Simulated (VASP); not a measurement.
# TaN in VASP: a series of runs

The runs below take TaN through single point, relaxation of cell and atoms, with PBE.

Program: VASP 6.6.1. These are calculated values, not measurements. Logs are shortened: lines on timing, memory, paths and dates and some standing lists are left out, and cuts for length are marked.

## 1. The cell of the first run

Symmetry: Pm-3m, No. 221, cubic system. The conventional cell has a = 2.755 Å, b = 2.755 Å, c = 2.755 Å, α = 90.00°, β = 90.00°, γ = 90.00°. Within 3.2 Å of Ta (site symmetry m-3m) lie 8 N at 2.39 Å and 6 Ta at 2.75 Å. N (site symmetry m-3m) has 8 Ta at 2.39 Å and 6 N at 2.75 Å within 3.2 Å.

## 2. Single point, PBE

File INCAR:

```
SYSTEM = TaN
PREC = Accurate
ENCUT = 520
EDIFF = 1E-6
ISMEAR = -1
SIGMA = 0.1
LREAL = .FALSE.
LASPH = .TRUE.
NELM = 100
ALGO = Normal
ISIF = 2
LWAVE = .FALSE.
LCHARG = .FALSE.
GGA = PE
NBANDS = 15
```

File KPOINTS:

```
regular mesh
0
G
  8 8 8
  0 0 0
```

File POSCAR:

```
TaN
1.0
    2.7546602830      0.0000000000      0.0000000000
    0.0000000000      2.7546602830      0.0000000000
    0.0000000000      0.0000000000      2.7546602830
Ta N
1 1
Direct
    0.0000000000      0.0000000000      0.0000000000
    0.5000000000      0.5000000000      0.5000000000
```

Potentials or basis: VASP PAW PBE potentials, release 64 (Ta_pv, N).

On the command line:

```console
$ cat potpaw_PBE.64/Ta_pv/POTCAR potpaw_PBE.64/N/POTCAR > POTCAR
$ mpirun -np 1 vasp_std > vasp.out
```

OUTCAR:

```text
SYSTEM = TaN
   PREC = Accurate
   ENCUT = 520
   EDIFF = 1E-6
   ISMEAR = -1
   LREAL = .FALSE.
   LASPH = .TRUE.
   NELM = 100
   ISIF = 2
   GGA = PE

 ion  position               nearest neighbor table
   1  0.000  0.000  0.000-   2 2.39   2 2.39   2 2.39   2 2.39   2 2.39   2 2.39   2 2.39   2 2.39

   2  0.500  0.500  0.500-   1 2.39   1 2.39   1 2.39   1 2.39   1 2.39   1 2.39   1 2.39   1 2.39

  LATTYP: Found a simple cubic cell.
 ALAT       =     2.7546602830

  Lattice vectors:

 A1 = (   2.7546602830,   0.0000000000,   0.0000000000)
 A2 = (   0.0000000000,   2.7546602830,   0.0000000000)
 A3 = (   0.0000000000,   0.0000000000,   2.7546602830)

Analysis of symmetry for initial positions (statically):
=====================================================================
 Subroutine PRICEL returns:
 Original cell was already a primitive cell.

 Routine SETGRP: Setting up the symmetry group for a
 simple cubic supercell.

 Subroutine GETGRP returns: Found 48 space group operations
 (whereof 48 operations were pure point group operations)
 out of a pool of 48 trial point group operations.

The static configuration has the point symmetry O_h .

Analysis of symmetry for dynamics (positions and initial velocities):
=====================================================================
 Subroutine PRICEL returns:
 Original cell was already a primitive cell.

 Routine SETGRP: Setting up the symmetry group for a
 simple cubic supercell.

 Subroutine GETGRP returns: Found 48 space group operations
 (whereof 48 operations were pure point group operations)
 out of a pool of 48 trial point group operations.

The dynamic configuration has the point symmetry O_h .

 Subroutine INISYM returns: Found 48 space group operations
 (whereof 48 operations are pure point group operations),
 and found     1 'primitive' translations

----------------------------------------------------------------------------------------

                                     Primitive cell

  volume of cell :      20.9028

  direct lattice vectors                    reciprocal lattice vectors
     2.754660283  0.000000000  0.000000000     0.363021170  0.000000000  0.000000000
     0.000000000  2.754660283  0.000000000     0.000000000  0.363021170  0.000000000
     0.000000000  0.000000000  2.754660283     0.000000000  0.000000000  0.363021170

  length of vectors
     2.754660283  2.754660283  2.754660283     0.363021170  0.363021170  0.363021170

  position of ions in fractional coordinates (direct lattice)
     0.000000000  0.000000000  0.000000000
     0.500000000  0.500000000  0.500000000

  ion indices of the primitive-cell ions
   primitive index   ion index
                 1           1
                 2           2

----------------------------------------------------------------------------------------

 KPOINTS: regular mesh

Automatic generation of k-mesh.
 Grid dimensions read from file:
 generate k-points for:    8    8    8

 Generating k-lattice:

  Cartesian coordinates                     Fractional coordinates (reciprocal lattice)
     0.045377646  0.000000000  0.000000000     0.125000000  0.000000000  0.000000000
     0.000000000  0.045377646  0.000000000     0.000000000  0.125000000  0.000000000
     0.000000000  0.000000000  0.045377646     0.000000000  0.000000000  0.125000000

  Length of vectors
     0.045377646  0.045377646  0.045377646

  Shift w.r.t. Gamma in fractional coordinates (k-lattice)
     0.000000000  0.000000000  0.000000000

 Subroutine IBZKPT returns following result:
 ===========================================

 Found     35 irreducible k-points:

 Following reciprocal coordinates:
            Coordinates               Weight
  0.000000  0.000000  0.000000      1.000000
  0.125000  0.000000  0.000000      6.000000
  0.250000  0.000000  0.000000      6.000000
  0.375000  0.000000  0.000000      6.000000
  0.500000  0.000000  0.000000      3.000000
  0.125000  0.125000  0.000000     12.000000
[... 16 lines left out ...]
  0.375000  0.375000  0.125000     24.000000
  0.500000  0.375000  0.125000     24.000000
 [... further k-points ...]
   k-points           NKPTS =     35   k-points in BZ     NKDIM =     35   number of bands    NBANDS=     15
   number of dos      NEDOS =    301   number of ions     NIONS =      2
   total plane-waves  NPLWV =   8000
   dimension x,y,z NGX =    20 NGY =   20 NGZ =   20
   dimension x,y,z NGXF=    40 NGYF=   40 NGZF=   40
   ions per type =               1   1
   NGX,Y,Z   is equivalent  to a cutoff of  12.07, 12.07, 12.07 a.u.
   NGXF,Y,Z  is equivalent  to a cutoff of  24.14, 24.14, 24.14 a.u.
 SYSTEM =  TaN
   PREC   = accura    normal or accurate (medium, high low for compatibility)
   ISTART =      0    job   : 0-new  1-cont  2-samecut
   ICHARG =      2    charge: 1-file 2-atom 10-const
   ISPIN  =      1    spin polarized calculation?
   LNONCOLLINEAR =      F non collinear calculations
   LSORBIT =      F    spin-orbit coupling
   LASPH  =      T    aspherical Exc in radial PAW
   ENCUT  =  520.0 eV  38.22 Ry    6.18 a.u.   5.12  5.12  5.12*2*pi/ulx,y,z
   NELM   =    100;   NELMIN=  2; NELMDL= -5     # of ELM steps
   EDIFF  = 0.1E-05   stopping-criterion for ELM
   LREAL  =      F    real-space projection
   EDIFFG = 0.1E-04   stopping-criterion for IOM
   NSW    =      0    number of steps for IOM
   IBRION =     -1    ionic relax: 0-MD 1-quasi-New 2-CG
   NFREE  =      0    steps in history (QN), initial steepest desc. (CG)
   ISIF   =      2    stress and relaxation
   ISYM   =      2    0-nonsym 1-usesym 2-fastsym
   POTIM  = 0.5000    time-step for ionic-motion
   TEBEG  =    0.0;   TEEND  =   0.0 temperature during run
   PSTRESS=    0.0 pullay stress
   NELECT =      16.0000    total number of electrons
   NUPDOWN=      -1.0000    fix difference up-down
   EMIN   =  10.00;   EMAX   =-10.00  energy-range for DOS
   EFERMI =   0.00;   METHOD = LEGACY
   ISMEAR =    -1;   SIGMA  =   0.10  broadening in eV -4-tet -1-fermi 0-gaus
   EFERMI_NEDOS =   21; number of points for ismear=-14 and -15
   IALGO  =     38    algorithm
   IMIX   =      4    mixing-type and parameters
     AMIX     =   0.40;   BMIX     =  1.00
     AMIX_MAG =   1.60;   BMIX_MAG =  1.00
  volume/ion in A,a.u.               =      10.45        70.53
  Fermi-wavevector in a.u.,A,eV,Ry     =   1.497546  2.829951 30.513016  2.242643
  Thomas-Fermi vector in A             =   2.609420
   LORBIT       =      0    0 simple, 1 ext, 2 COOP (PROOUT), +10 PAW based schemes
   GGA     = PE    functional components
   LHFCALC =     F    Hartree Fock is set to
   AEXX    =    0.0000 exact exchange contribution
   IVDW    =     0    specifies the selected vdW correction
   LEPSILON=     F    determine dielectric tensor
   LRPA    =     F    only Hartree local field effects (RPA)
 non-spin polarized calculation
  energy-cutoff  :      520.00
  volume of cell :       20.90
 maximum number of plane-waves:       587
   NGX = 11   NGY = 11   NGZ = 11

 number of electron      16.0000009 magnetization

 Free energy of the ion-electron system (eV)
  ---------------------------------------------------
  ext. energy  EPLUGINS =         0.00000000
  ---------------------------------------------------
  free energy    TOTEN  =       -20.77452281 eV

  energy without entropy =      -20.74049431  energy(sigma->0) =      -20.75750856

 E-fermi :   9.0258     XC(G=0): -13.5945

 val. band max:        8.9719696174   @ k =   0.5000   0.3750   0.2500
 cond. band min:       9.0509113751   @ k =   0.2500   0.1250   0.1250
 fundamental gap:      0.0789417577
 Fermi energy:         9.0257820651

 k-point     1 :       0.0000    0.0000    0.0000
  band No.  band energies     occupation
      1     -26.0024      2.00000
      2     -26.0024      2.00000
      3     -26.0024      2.00000
      4      -9.0285      2.00000
      5       4.4698      2.00000
      6       4.4698      2.00000
      7       6.5114      2.00000
      8       6.5114      2.00000
      9       6.5114      2.00000
     10      11.3492      0.00000
     11      13.0803      0.00000
     12      13.0803      0.00000
     13      13.0803      0.00000
     14      21.9995      0.00000
     15      26.7894      0.00000

 k-point     2 :       0.1250    0.0000    0.0000
  band No.  band energies     occupation
      1     -26.1982      2.00000
      2     -25.9850      2.00000
      3     -25.9850      2.00000
      4      -8.7180      2.00000
      5       3.8540      2.00000
      6       4.6194      2.00000
      7       6.2038      2.00000
      8       6.2038      2.00000
      9       6.7863      2.00000
     10      12.3199      0.00000
     11      13.1591      0.00000
     12      13.2461      0.00000
     13      13.2461      0.00000
     14      21.9994      0.00000
     15      24.5828      0.00000

 k-point     3 :       0.2500    0.0000    0.0000
  band No.  band energies     occupation
      1     -26.6480      2.00000
      2     -25.9428      2.00000
      3     -25.9428      2.00000
      4      -7.9072      2.00000
      5       1.9873      2.00000
      6       5.0095      2.00000
      7       5.5166      2.00000
      8       5.5166      2.00000
      9       8.7313      1.90006
     10      13.3556      0.00000
     11      13.6703      0.00000
     12      13.6703      0.00000
     13      14.0297      0.00000
     14      21.6560      0.00000
     15      21.9985      0.00000
[... 343 lines left out ...]
 k-point    23 :       0.3750    0.3750    0.1250
  band No.  band energies     occupation
      1     -26.8836      2.00000
      2     -26.8540      2.00000
      3     -25.9779      2.00000
      4      -6.6964      2.00000
      5       1.9885      2.00000
      6       2.9246      2.00000
      7       5.3301      2.00000
      8       7.2891      2.00000
      9      10.4034      0.00000
     10      10.6667      0.00000
     11      12.8238      0.00000
     12      13.7834      0.00000
     13      17.5875      0.00000
     14      21.9989      0.00000
     15      23.7931      0.00000

 k-point    24 :       0.5000    0.3750    0.1250
  band No.  band energies     occupation
      1     -27.0249      2.00000
      2     -26.8388      2.00000
      3     -25.9603      2.00000
      4      -6.6860      2.00000
      5       2.1845      2.00000
      6       2.7396      2.00000
      7       5.6492      2.00000
      8       6.8650      2.00000
      9      10.2094      0.00001
     10      10.6467      0.00000
     11      12.4992      0.00000
     12      14.6775      0.00000
     13      19.2976      0.00000
     14      20.9945      0.00000
     15      22.0057      0.00000

 [... further k-points ...]
[... 5 lines left out ...]
  --------------------------------------------------------------------------------------
  -------------------------------------------------------------------------------------
  Total        0.0978245      0.0978245      0.0978245     -0.0000000      0.0000000     -0.0000000
  in kB        7.4981527      7.4981527      7.4981527     -0.0000000      0.0000000     -0.0000000
  external PRESSURE =       7.4981527 kB  Pullay stress =       0.0000000 kB

 VOLUME and BASIS-vectors are now :
 -----------------------------------------------------------------------------
  energy-cutoff  :      520.00
  volume of cell :       20.90
      direct lattice vectors                 reciprocal lattice vectors
     2.754660283  0.000000000  0.000000000     0.363021170  0.000000000  0.000000000
     0.000000000  2.754660283  0.000000000     0.000000000  0.363021170  0.000000000
     0.000000000  0.000000000  2.754660283     0.000000000  0.000000000  0.363021170

 POSITION                                       TOTAL-FORCE (eV/Angst)
 -----------------------------------------------------------------------------------
      0.00000      0.00000      0.00000         0.000000      0.000000      0.000000
      1.37733      1.37733      1.37733         0.000000      0.000000      0.000000
 -----------------------------------------------------------------------------------
    total drift:                               -0.000000      0.000000      0.000000

  FREE ENERGIE OF THE ION-ELECTRON SYSTEM (eV)
  ---------------------------------------------------
  free  energy   TOTEN  =       -20.7745228064 eV

  energy  without entropy=      -20.7404943113  energy(sigma->0) =      -20.75750856
```

It took 18 s on 1 thread of AMD EPYC 7R13, shared host; peak memory 0.1 GiB.

What came out:

| Item | Value |
| --- | --- |
| Free energy | -20.7745 eV |
| Pressure | 0.7 GPa |
| Band gap on the k mesh | zero (band 8 reaches 15.23 eV, above the bottom of band 9 at 6.51 eV) |

Levels at points of the mesh, in eV from the Fermi level:
```
           k point  band 5  band 6  band 7  band 8  band 9  band 10  band 11  band 12
(0.00, 0.00, 0.00)   -4.56   -4.56   -2.51   -2.51   -2.51     2.32     4.05     4.05
(0.50, 0.00, 0.00)   -9.71   -4.38   -4.38   -3.37    3.96     4.63     5.34     5.34
(0.50, 0.50, 0.00)   -5.72   -5.72   -3.49   -1.86    0.90     0.90     0.91     6.90
(0.50, 0.50, 0.50)   -8.75   -8.75   -8.75    6.20    6.20     6.20     7.19     7.19
```

Caveat: spin-orbit coupling is left out, which moves the levels of the heavy elements.

## 3. Single point, PBE

This run uses another cell than the first one, of 10.42 Å³/atom, 0.997 times its volume.

File INCAR:

```
PREC = Accurate
ENCUT = 520
EDIFF = 1E-6
ISMEAR = -1
SIGMA = 0.1
LREAL = False
LASPH = True
NELM = 80
ALGO = Normal
ISIF = 2
LWAVE = False
LCHARG = True
GGA = PE
LELF = True
LVHAR = True
NBANDS = 15
```

File KPOINTS:

```
Automatic mesh
0
Gamma
  8 8 6
```

File POSCAR:

```
TaN
1.0
    2.7555727680      0.0000000000      0.0000000000
    0.0000000000      2.7555727680      0.0000000000
    0.0000000000      0.0000000000      2.7441883263
Ta N
1 1
Direct
    0.0000000000      0.0000000000      0.0000000000
    0.5000000000      0.5000000000      0.5000000000
```

Potentials or basis: VASP PAW PBE potentials, release 64 (Ta_pv, N).

On the command line:

```console
$ cat potpaw_PBE.64/Ta_pv/POTCAR potpaw_PBE.64/N/POTCAR > POTCAR
$ mpirun -np 1 vasp_std > vasp.out
```

Wall time 27 s (1 thread of AMD EPYC 7R13, shared host); peak memory 0.11 GiB.

The run converged. Its results:

| Property | Result |
| --- | --- |
| Free energy | -20.8431 eV |
| Pressure | 0.7 GPa |
| Band gap on the k mesh | zero (band 8 reaches 15.28 eV, above the bottom of band 9 at 6.60 eV) |

Levels at points of the mesh, in eV from the Fermi level:
| k point | band 5 | band 6 | band 7 | band 8 | band 9 | band 10 | band 11 | band 12 |
| --- | --- | --- | --- | --- | --- | --- | --- | --- |
| (0.00, 0.00, 0.00) | -4.62 | -4.61 | -2.56 | -2.56 | -2.50 | 2.33 | 4.00 | 4.04 |
| (0.50, 0.00, 0.00) | -9.77 | -4.45 | -4.36 | -3.44 | 3.92 | 4.61 | 5.34 | 5.36 |
| (0.50, 0.50, 0.00) | -5.76 | -5.76 | -3.58 | -1.85 | 0.91 | 0.91 | 0.95 | 6.84 |
| (0.00, 0.00, 0.50) | -9.75 | -4.44 | -4.44 | -3.40 | 4.00 | 4.58 | 5.30 | 5.30 |
| (0.50, 0.00, 0.50) | -5.76 | -5.74 | -3.52 | -1.90 | 0.81 | 0.85 | 0.87 | 6.90 |
| (0.50, 0.50, 0.50) | -8.82 | -8.82 | -8.80 | 6.19 | 6.19 | 6.22 | 7.14 | 7.20 |

Caveat: the k points lie up to 0.38 Å⁻¹ apart; spin-orbit coupling is left out, which moves the levels of the heavy elements.

## 4. Relaxation of cell and atoms, PBE

This run uses another cell than the first one, of 9.62 Å³/atom, 0.921 times its volume.

File INCAR:

```
  ALGO = Normal
  EDIFF = 1E-6
  EDIFFG = -0.03
  ENCUT = 600
  GGA = PE
  IBRION = 2
  ISIF = 3
  ISMEAR = -1
  LASPH = T
  LCHARG = F
  LREAL = F
  LWAVE = F
  NELM = 80
  NSW = 80
  PREC = Accurate
  SIGMA = 0.1
```

File KPOINTS:

```
k-points
0
Gamma
  8 8 8
```

File POSCAR:

```
TaN
1.0
    2.6800000000      0.0000000000      0.0000000000
    0.0000000000      2.6800000000      0.0000000000
    0.0000000000      0.0000000000      2.6800000000
Ta N
1 1
Direct
    0.0000000000      0.0000000000      0.0000000000
    0.5000000000      0.5000000000      0.5000000000
```

On the command line:

```console
$ cat potpaw_PBE.64/Ta_pv/POTCAR potpaw_PBE.64/N/POTCAR > POTCAR
$ mpirun -np 1 vasp_std > vasp.out
```

It took 64 s on 1 thread of AMD EPYC 7R13, shared host; peak memory 0.13 GiB.

It converged, with:

```yaml
Free_energy: -20.7744 eV
Relaxed_volume: 10.48 Å³/atom
Relaxed_cell: a = 2.757 Å, b = 2.757 Å, c = 2.757 Å, α = 90.00°, β = 90.00°, γ = 90.00°
Space_group_after_relaxing_to_0.05_Å: Pm-3m (No. 221)
Energy_gained_by_relaxing: 77.4 meV/atom
Ionic_steps: 4
Pressure_after_relaxing: -0.2 GPa
Band_gap_on_the_k_mesh: zero (band 8 reaches 15.18 eV, above the bottom of band 9 at 6.49 eV)
```

The path:
| step | energy change (eV) | largest force (eV/Å) | pressure (GPa) | volume (Å³) |
| --- | --- | --- | --- | --- |
| 1 | 0.0000 | 0.0000 | 31.43 | 19.25 |
| 2 | 0.3972 | 0.0000 | -37.26 | 25.00 |
| 3 | -0.1543 | 0.0000 | -1.54 | 21.06 |
| 4 | -0.1548 | 0.0000 | -0.18 | 20.96 |

Final structure:
```
CELL_PARAMETERS angstrom
2.75724 0.00000 0.00000
0.00000 2.75724 0.00000
0.00000 0.00000 2.75724
ATOMIC_POSITIONS crystal
Ta 0.00000 0.00000 0.00000
N 0.50000 0.50000 0.50000
```

Levels at points of the mesh, in eV from the Fermi level:
| k point | band 5 | band 6 | band 7 | band 8 | band 9 | band 10 | band 11 | band 12 |
| --- | --- | --- | --- | --- | --- | --- | --- | --- |
| (0.00, 0.00, 0.00) | -4.54 | -4.54 | -2.51 | -2.51 | -2.51 | 2.29 | 4.04 | 4.04 |
| (0.50, 0.00, 0.00) | -9.68 | -4.36 | -4.36 | -3.36 | 3.95 | 4.61 | 5.33 | 5.33 |
| (0.50, 0.50, 0.00) | -5.70 | -5.70 | -3.48 | -1.85 | 0.90 | 0.90 | 0.90 | 6.87 |
| (0.50, 0.50, 0.50) | -8.72 | -8.72 | -8.72 | 6.18 | 6.18 | 6.18 | 7.16 | 7.16 |

Caveat: spin-orbit coupling is left out, which moves the levels of the heavy elements.

## 5. Summary

```csv
task,cell,k mesh,cutoff (eV),gap on the mesh (eV),pressure (GPa)
single point,"a = 2.755 Å, 2 atoms",8 × 8 × 8,520,none,0.7
single point,"a = 2.756, b = 2.756, c = 2.744 Å, 2 atoms",8 × 8 × 6,520,none,0.7
relaxation of cell and atoms,"relaxed from a = 2.680 Å, 2 atoms",8 × 8 × 8,600,none,-0.2
```

Alike in all rows: level PBE; potentials or basis VASP PAW PBE potentials, release 64 (Ta_pv, N); no spin polarisation; smearing fermi-dirac 0.1 eV.

Caveats: some runs use coarse meshes; spin-orbit coupling is left out, which moves the levels of the heavy elements.

Absolute energies hang on the potentials; compare differences alone.
